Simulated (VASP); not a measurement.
Input of a VASP 6.6.1 run:

File INCAR:

```
SYSTEM = Li5Pb3
PREC = Accurate
ENCUT = 750
EDIFF = 1E-6
ISMEAR = 1
SIGMA = 0.05
LREAL = .FALSE.
LASPH = .TRUE.
NELM = 120
ALGO = Normal
ISIF = 2
LWAVE = .FALSE.
LCHARG = .FALSE.
NBANDS = 38
GGA_COMPAT = .FALSE.
```

The input KPOINTS:

```
regular mesh
0
G
  4 4 4
  0 0 0
```

Contents of POSCAR:

```
Li5Pb3
1.0
   -4.6083932644      2.5384715811      2.5384715811
    4.6083932644     -3.2694125147      3.2694125147
    4.6083932644      3.2694125147     -3.2694125147
Li Pb
5 3
Direct
    0.0000000000      0.0000000000      0.0000000000
    0.0000000000      0.0000000000      0.5000000000
    0.0000000000      0.5000000000      0.0000000000
    0.0000000000      0.5000000000      0.5000000000
    0.5000000000      0.0000000000      0.0000000000
    0.5000000000      0.0000000000      0.5000000000
    0.5000000000      0.5000000000      0.0000000000
    0.5000000000      0.5000000000      0.5000000000
```

Potentials or basis: VASP PAW LDA potentials, release 64 (Li_sv, Pb_d).

Run with:

```sh
$ cat potpaw_LDA.64/Li_sv/POTCAR potpaw_LDA.64/Pb_d/POTCAR > POTCAR
$ mpirun -np 1 vasp_std > vasp.out
```

Question: What does it give for the pressure?

Answer: 0.0 GPa.

Question: What does it give for the band gap on the k mesh?

Answer: Zero (an odd number of electrons rules out a gap without spin polarisation).

Caveat: spin-orbit coupling is left out, which moves the levels of the heavy elements.
